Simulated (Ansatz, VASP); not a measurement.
Si in VASP and in Ansatz

```xyz
2
Lattice="0.0000 2.7512 2.7512 2.7512 0.0000 2.7512 2.7512 2.7512 0.0000" Properties=species:S:1:pos:R:3 pbc="T T T"
Si    2.7512    2.7512    2.7512
Si    4.1268    4.1268    4.1268
```

Change from the starting cell: volume scaled by 1.04, crystal datasets.

Alike in both runs: task electric field gradients; functional PBE; k mesh 11 × 11 × 11; occupations fermi-dirac, width 0.08 eV; no spin polarisation.

|  | VASP | Ansatz |
| --- | --- | --- |
| version | VASP 6.6.1 | Ansatz 0.2.0 |
| potentials or method | VASP PAW PBE potentials, release 64 (Si), cutoff 520 eV | all-electron PAW with datasets made for the crystal, scalar-relativistic |

Ansatz gave:

- pressure (GPa): -1.5

Problem. What did VASP give for the same quantities?

Solution. Pressure (GPa): -1.6.

Ansatz ran all-electron here, and VASP with PAW potentials.
